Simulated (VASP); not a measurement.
Input of a VASP 6.6.1 run:

The input INCAR:

```
SYSTEM = AlAs
PREC = Accurate
ENCUT = 520
EDIFF = 1E-7
ISMEAR = 0
SIGMA = 0.05
LREAL = .FALSE.
LASPH = .TRUE.
NELM = 100
ALGO = Normal
ISIF = 2
LWAVE = .FALSE.
LCHARG = .FALSE.
LDIPOL = .TRUE.
IDIPOL = 3
DIPOL = 0.5 0.5 0.500
GGA = PS
NBANDS = 21
```

The input KPOINTS:

```
Automatic mesh
0
G
  7 7 1
  0 0 0
```

POSCAR

```
AlAs
1.0
    4.0125456562      0.0000000000      0.0000000000
    0.0000000000      4.0125456562      0.0000000000
    0.0000000000      0.0000000000     24.0932456083
As Al
3 3
Direct
    0.0000000000      0.5000000000      0.3527959719
    0.5000000000      0.0000000000      0.4705591944
    0.0000000000      0.5000000000      0.5888925355
    0.5000000000      0.5000000000      0.4116775831
    0.0000000000      0.0000000000      0.5275418277
    0.5000000000      0.5000000000      0.6480203048
```

Potentials or basis: VASP PAW PBE potentials, release 64 (As, Al).

Launch:

```bash
$ cat potpaw_PBE.64/As/POTCAR potpaw_PBE.64/Al/POTCAR > POTCAR
$ mpirun -np 1 vasp_std > vasp.out
```

Task: Estimate the band gap on the k mesh.

Result: Zero (band 12 reaches -1.79 eV, above the bottom of band 13 at -2.00 eV).

Task: Predict the largest force.

Result: 0.509 eV/Å.

Forces in eV/Å, atoms in the order of the input:
```
As   0.000  0.000  0.198
As   0.000  0.000  0.279
As   0.000  0.000  0.009
Al   0.000  0.000 -0.509
Al   0.000  0.000  0.009
Al   0.000  0.000  0.014
```

Caveat: the PAW data sets were made with another functional, which shifts forces and pressure a little.
